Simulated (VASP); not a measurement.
**AlN: single point with r2SCAN**

Crystal: AlN.

```
CELL_PARAMETERS angstrom
2.18399 -2.18399 0.00000
2.18399 0.00000 -2.18399
11.28382 7.46205 7.46205
ATOMIC_POSITIONS crystal
Al 0.63023 0.63023 0.06247
Al 0.47748 0.47748 0.89580
Al 0.19968 0.19968 0.22913
Al 0.33858 0.33858 0.56247
Al 0.76913 0.76913 0.39580
Al 0.90803 0.90803 0.72913
N 0.41149 0.41149 0.43747
N 0.84204 0.84204 0.27080
N 0.98094 0.98094 0.60413
N 0.11984 0.11984 0.93747
N 0.55039 0.55039 0.77080
N 0.27259 0.27259 0.10413
```

```
Program                : VASP 6.6.1
Task                   : single point
Functional             : r2SCAN
Potentials or basis    : VASP PAW PBE potentials, release 64 (Al, N)
Cutoff                 : 520 eV
k mesh                 : 8 × 8 × 2
Occupations            : gaussian, width 0.05 eV
Spin                   : no spin polarisation
Dipole correction      : no
Further INCAR settings : ALGO = Normal; EDIFF = 1e-06; NBANDS = 36
```

The pressure is -2.3 GPa. The largest force is 0.743 eV/Å. The band gap on the k mesh is 3.85 eV, indirect (least direct gap 4.39 eV).

Forces on the atoms (eV/Å):
```
Al  -0.534 -0.290 -0.290
Al  -0.376 -0.067 -0.067
Al   0.104  0.040  0.040
Al   0.040  0.040  0.040
Al   0.040  0.040  0.040
Al   0.044  0.041  0.041
N   -0.037 -0.039 -0.039
N   -0.040 -0.037 -0.037
N   -0.038 -0.039 -0.039
N    0.391  0.447  0.447
N   -0.031 -0.064 -0.064
N    0.438 -0.072 -0.072
```

Stress tensor (GPa, compression positive):
```
 0.71  0.38  0.38
 0.38 -3.75  2.17
 0.38  2.17 -3.75
```

Levels at points of the mesh, in eV from the valence-band top:
```csv
k point,band 21,band 22,band 23,band 24,band 25,band 26,band 27,band 28
"(0.00, 0.00, 0.00)",-0.33,-0.25,-0.17,0.00,4.39,5.76,6.10,7.27
"(0.50, 0.00, 0.00)",-1.20,-1.11,-0.77,-0.52,3.97,4.73,5.43,6.54
"(0.50, 0.50, 0.00)",-1.14,-1.13,-0.80,-0.76,4.09,4.47,5.63,6.38
"(0.00, 0.00, 0.50)",-0.39,-0.29,-0.25,-0.15,4.71,5.12,6.68,6.98
"(0.50, 0.00, 0.50)",-1.07,-0.94,-0.80,-0.54,3.96,4.62,5.80,6.13
"(0.50, 0.50, 0.50)",-1.43,-0.95,-0.82,-0.63,3.85,5.00,5.44,5.91
```

It took 17 min on 1 thread of AMD EPYC 9R45 (Zen 5), with other jobs on the host, peak memory 0.31 GiB.

Caveat: the PAW data sets were made with another functional, which shifts forces and pressure a little. r2SCAN opens gaps a little over a GGA but as a rule still falls short of measured ones.
